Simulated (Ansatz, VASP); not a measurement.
# Two plane-wave programs on ZnS

```
CELL_PARAMETERS angstrom
0.00000 2.74288 2.74288
2.74288 0.00000 2.74288
2.74288 2.74288 0.00000
ATOMIC_POSITIONS crystal
Zn 0.00000 0.00000 0.00000
S 0.25000 0.25000 0.25000
```

Change from the starting cell: volume scaled by 1.04, ions relaxed.

Alike in both runs: functional PBE; k mesh 14 × 14 × 14; occupations fermi-dirac, width 0.02 eV; no spin polarisation.

Ansatz relaxed the structure, and its values are those at the end. VASP's run is a single point on that final structure, the one shown.

|  | VASP | Ansatz |
| --- | --- | --- |
| version | VASP 6.6.1 | Ansatz 0.2.0 |
| potentials or method | VASP PAW PBE potentials, release 64 (Zn, S) | plane-wave PAW, scalar-relativistic |
| plane-wave cutoff (eV) | 520 | 420 |
| valence electrons in the cell | 18 | 18 |

Ansatz gave:

- gap on the k mesh at the Fermi level (eV): 1.92
- pressure (GPa): -1.5

Problem. What did VASP give for the same quantities?

Solution. gap on the k mesh at the Fermi level (eV): 1.92; pressure (GPa): -1.4.

Ansatz's warnings: stress scf threshold loose.
